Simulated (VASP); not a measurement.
Set up this calculation in VASP 6.6.1, as the native input.

| Item | Value |
| --- | --- |
| Task | relaxation of cell and atoms |
| Functional | PBE |
| Potentials or basis | VASP PAW PBE potentials, release 64 (Ca_sv, O) |
| Cutoff | 600 eV |
| k mesh | 6 × 6 × 6 |
| Occupations | gaussian, width 0.02 eV |
| Spin | no spin polarisation |
| Dipole correction | no |
| Further INCAR settings | ALGO = Normal; EDIFF = 1e-07; IBRION = 2; EDIFFG = -0.005; NSW = 100; ISIF = 3 |

The structure of CaO lies in POSCAR:

```
CaO
1.0
    3.9919758245      0.0000000000      0.0000000000
   -1.9959879122      3.4571524753      0.0000000000
    0.0000000000      0.0000000000      4.7848400100
Ca O
2 2
Direct
    0.3333333300      0.6666666700      0.7500000000
    0.6666666700      0.3333333300      0.2500000000
    0.3333333300      0.6666666700      0.2500000000
    0.6666666700      0.3333333300      0.7500000000
```

One way to write it, as run:

INCAR

```
PREC = Accurate ; ENCUT = 600
EDIFF = 1E-7 ; ISMEAR = 0
SIGMA = 0.02 ; LREAL = False
LASPH = True ; NELM = 80
ALGO = Normal ; ISIF = 3
LWAVE = False ; LCHARG = False
GGA = PE ; IBRION = 2
NSW = 100 ; EDIFFG = -0.005
```

KPOINTS

```
Automatic mesh
0
Gamma
  6 6 6
```

Potentials or basis: VASP PAW PBE potentials, release 64 (Ca_sv, O).

The run is started by

```sh
$ cat potpaw_PBE.64/Ca_sv/POTCAR potpaw_PBE.64/O/POTCAR > POTCAR
$ mpirun -np 1 vasp_std > vasp.out
```

It gave:

- Relaxed volume: 16.77 Å³/atom
- Relaxed cell: a = 4.011 Å, b = 4.011 Å, c = 4.814 Å, α = 90.00°, β = 90.00°, γ = 120.00°
- Space group after relaxing (to 0.05 Å): P6_3/mmc (No. 194)
- Energy gained by relaxing: 1.1 meV/atom
- Ionic steps: 3
- Pressure after relaxing: 0.0 GPa
- Band gap on the k mesh: 3.11 eV, direct

Run time: 89 s on 1 thread of Intel Xeon 6975P-C, with other jobs on the host, peak memory 0.23 GiB.
